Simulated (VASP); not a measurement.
Input of a VASP 6.6.1 run:

The input INCAR:

```
SYSTEM = Se
ALGO     = Normal         ! electronic algorithm
EDIFF    = 1E-6           ! SCF threshold, eV
EDIFFG   = -0.005         ! ionic threshold
ENCUT    = 600            ! plane-wave cutoff, eV
GGA      = PE             ! functional
IBRION   = 2              ! ionic algorithm
ISIF     = 3              ! what is computed and relaxed
ISMEAR   = -1             ! smearing method
LASPH    = .TRUE.         ! aspherical terms in the spheres
LCHARG   = .FALSE.        ! write CHGCAR
LREAL    = .FALSE.        ! projectors in reciprocal space
LWAVE    = .FALSE.        ! write WAVECAR
NELM     = 80             ! most SCF steps
NSW      = 32             ! ionic steps
PREC     = Accurate       ! precision mode
PSTRESS  = 16.0         
SIGMA    = 0.1            ! smearing width, eV
```

Contents of KPOINTS:

```
k-points
0
G
  14 14 8
  0 0 0
```

POSCAR

```
Se
1.0
    3.6178332791      0.0000000000      0.0000000000
   -1.8089166395      3.1331355264      0.0000000000
    0.0000000000      0.0000000000      3.8327876166
Se
2
Direct
    0.3333333333      0.6666666667      0.2500000000
    0.6666666667      0.3333333333      0.7500000000
```

Potentials or basis: VASP PAW PBE potentials, release 64 (Se).

The run is started by

```sh
$ cat potpaw_PBE.64/Se/POTCAR > POTCAR
$ mpirun -np 1 vasp_std > vasp.out
```

Q: What does it give for the band gap on the k mesh?

A: Zero (bands 6 and 7 overlap by 2.23 eV).

Final structure:
```cif
data_structure
_symmetry_space_group_name_H-M 'P 1'
_symmetry_Int_Tables_number 1
_cell_length_a 3.6178
_cell_length_b 3.6178
_cell_length_c 3.8328
_cell_angle_alpha 90.000
_cell_angle_beta 90.000
_cell_angle_gamma 120.000
_cell_volume 43.45
loop_
_atom_site_label
_atom_site_type_symbol
_atom_site_fract_x
_atom_site_fract_y
_atom_site_fract_z
_atom_site_occupancy
Se1 Se 0.33333 0.66667 0.25000 1
Se2 Se 0.66667 0.33333 0.75000 1
```

Caveat: the cell is relaxed towards a set pressure, so the run minimises the enthalpy, not the energy.
